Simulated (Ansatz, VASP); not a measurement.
# CuO in VASP and in Ansatz

```xyz
4
Lattice="2.3447 -1.7134 0.0000 2.3447 1.7134 0.0000 -0.8606 0.0000 5.0594" Properties=species:S:1:pos:R:3 pbc="T T T"
Cu    0.7420   -0.8457    2.5297
Cu    1.1723    0.8457    0.0000
O     1.6421    0.2841    3.8133
O     2.0724   -0.2841    1.2836
```

Alike in both runs: task single point; functional LDA; k mesh 10 × 10 × 5; occupations fermi-dirac, width 0.05 eV; no spin polarisation.

```csv
,VASP,Ansatz
version,VASP 6.6.1,Ansatz 0.2.0
potentials or method,"VASP PAW LDA potentials, release 64 (Cu_sv_GW, O)",Ansatz PAW
plane-wave cutoff (eV),700,420
valence electrons in the cell,50,50
```

```csv
,VASP,Ansatz,Ansatz less VASP
gap on the k mesh at the Fermi level (eV),none,none,-
pressure (GPa),-12.0,-9.6,+2.39
"traceless stress, the component that is largest in VASP (GPa)",3.46,3.70,+0.236
rms of the force components (eV/Å),0.429,0.421,-0.0078
```

LDA's correlation is that of Perdew and Zunger in VASP and of Perdew and Wang (1992) in Ansatz. Atom by atom the forces differ by 0.019 eV/Å (rms over components). A gap of «none» marks a metal or a gap that the smearing closes.
